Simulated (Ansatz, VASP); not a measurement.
## One calculation of Ba, two programs

```xyz
1
Lattice="0.0000 3.1658 2.9306 3.1658 0.0000 2.9306 3.1658 3.1658 0.0000" Properties=species:S:1:pos:R:3 pbc="T T T"
Ba    0.0000    0.0000    0.0000
```

Alike in both runs: task single point; functional PBE; k mesh 14 × 14 × 14; occupations gaussian, width 0.15 eV; no spin polarisation.

```csv
,VASP,Ansatz
version,VASP 6.6.1,Ansatz 0.2.0
potentials or method,"VASP PAW PBE potentials, release 64 (Ba_sv), cutoff 520 eV","scalar-relativistic, plane waves, PAW"
valence electrons in the cell,10,10
```

```csv
,VASP,Ansatz,Ansatz less VASP
gap on the k mesh at the Fermi level (eV),none,none,-
pressure (GPa),0.9,0.8,-0.07
```

A gap of «none» marks a metal or a gap that the smearing closes.

Neither program's run includes spin-orbit coupling.
